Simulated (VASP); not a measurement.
Here is a VASP 6.6.1 calculation.

File INCAR:

```
SYSTEM = Ta
ALGO = Normal
DIPOL = 0.5 0.5 0.500
EDIFF = 1E-6
ENCUT = 520
GGA = PE
IDIPOL = 3
ISIF = 2
ISMEAR = -1
LASPH = .True.
LCHARG = .False.
LDIPOL = .True.
LREAL = .False.
LWAVE = .False.
NBANDS = 36
NELM = 100
PREC = Accurate
SIGMA = 0.1
```

File KPOINTS:

```
k-points
0
Gamma
  13 13 1
  0 0 0
```

Contents of POSCAR:

```
Ta
1.0
    2.8752873616      0.0000000000      0.0000000000
   -0.9584291205      2.7108469216      0.0000000000
    0.0000000000      0.0000000000     25.3906000000
Ta
5
Direct
    0.0000000000      0.0000000000      0.3150762646
    0.5000000000      0.5000000000      0.4075381320
    0.0000000000      0.0000000000      0.5000000000
    0.5000000000      0.5000000000      0.5924618680
    0.0000000000      0.0000000000      0.6849237354
```

Potentials or basis: VASP PAW PBE potentials, release 64 (Ta_pv).

The run is started by

```bash
$ cat potpaw_PBE.64/Ta_pv/POTCAR > POTCAR
$ mpirun -np 1 vasp_std > vasp.out
```

What does it give for the largest force?

0.504 eV/Å.

Forces in eV/Å, atoms in the order of the input:
```
Ta   0.000  0.000  0.504
Ta   0.000  0.000 -0.432
Ta   0.000  0.000  0.000
Ta   0.000  0.000  0.432
Ta   0.000  0.000 -0.504
```
